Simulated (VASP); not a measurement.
The system is Pd.

```xyz
1
Lattice="-1.5723 1.5723 1.5723 1.5723 -1.5723 1.5723 1.5723 1.5723 -1.5723" Properties=species:S:1:pos:R:3 pbc="T T T"
Pd    0.0000    0.0000    0.0000
```

Program: VASP 6.6.1. Alike in all runs: task single point; cell as given; cutoff (eV) 520.

Question: Order these runs on this cell by their pressure, lowest first.
A. level LDA; potentials or basis VASP PAW LDA potentials, release 64 (Pd); spin non-collinear, zero start, SOC; k mesh 9 × 9 × 9; smearing fermi-dirac 0.05 eV
B. level PBE; potentials or basis VASP PAW PBE potentials, release 64 (Pd); spin off; k mesh 12 × 12 × 12; smearing gaussian 0.026 eV
C. level PBEsol; potentials or basis VASP PAW PBE potentials, release 64 (Pd); spin off; k mesh 9 × 9 × 9; smearing fermi-dirac 0.05 eV
D. level RPBE+D3(BJ); potentials or basis VASP PAW PBE potentials, release 64 (Pd); spin non-collinear, zero start, SOC; k mesh 9 × 9 × 9; smearing methfessel-paxton 0.1 eV
E. level r2SCAN; potentials or basis VASP PAW PBE potentials, release 64 (Pd); spin non-collinear, zero start, SOC; k mesh 9 × 9 × 9; smearing fermi-dirac 0.05 eV

Answer: D (-36.5 GPa), A (-15.1 GPa), C (-10.3 GPa), E (-5.2 GPa), B (-1.4 GPa).

Caveats: the PAW data sets were made with another functional, which shifts forces and pressure a little (some runs).
